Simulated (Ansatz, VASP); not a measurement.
One calculation of Rh, two programs

The input INCAR:

```
SYSTEM = Rh
PREC = Accurate
ENCUT = 520
EDIFF = 1E-7
ISMEAR = -1
SIGMA = 0.05
LREAL = .False.
LASPH = .True.
NELM = 100
ALGO = Normal
ISIF = 2
LWAVE = .False.
LCHARG = .False.
GGA = PS
NBANDS = 14
```

Contents of KPOINTS:

```
regular mesh
0
Gamma
  17 17 17
  0 0 0
```

Contents of POSCAR:

```
Rh
1.0
    0.0000000000      1.6287519696      1.6287519696
    1.6287519696      0.0000000000      1.6287519696
    1.6287519696      1.6287519696      0.0000000000
Rh
1
Direct
    0.0000000000      0.0000000000      0.0000000000
```

Input for Ansatz:

```yaml
crystal:
  lattice:
    - [0.0, 1.6287519696, 1.6287519696]
    - [1.6287519696, 0.0, 1.6287519696]
    - [1.6287519696, 1.6287519696, 0.0]
  atoms:
    - { symbol: Rh, position: [0.0, 0.0, 0.0] }
kpoints:
  mp_grid: { grid: [17, 17, 17] }
scf:
  occupations: { method: fermi_dirac, width: 0.05 }
hamiltonian:
  xc: pbesol
  pseudopotentials: { kind: all_electron, lapw: { basis_error: 0.001 } }
output:
  forces: true
  stress: true
  eigenvalues: true
  populations: true
```

Change from the starting cell: volume scaled by 0.64, LAPW.

Alike in both runs: task single point; functional PBEsol; k mesh 17 × 17 × 17; occupations fermi-dirac, width 0.05 eV; no spin polarisation.

|  | VASP | Ansatz |
| --- | --- | --- |
| version | VASP 6.6.1 | Ansatz 0.2.0 |
| potentials or method | VASP PAW PBE potentials, release 64 (Rh_pv), cutoff 520 eV | all-electron LAPW, scalar-relativistic |

```csv
,VASP,Ansatz,Ansatz less VASP
pressure (GPa),396.3,392.7,-3.59
```

VASP's potentials were made for PBE, not for PBEsol. Both programs put the cell under a high pressure, so it lies far from rest at this level. Ansatz ran all-electron here, and VASP with PAW potentials.

Noted on VASP's run: the cell as given lies far from equilibrium.
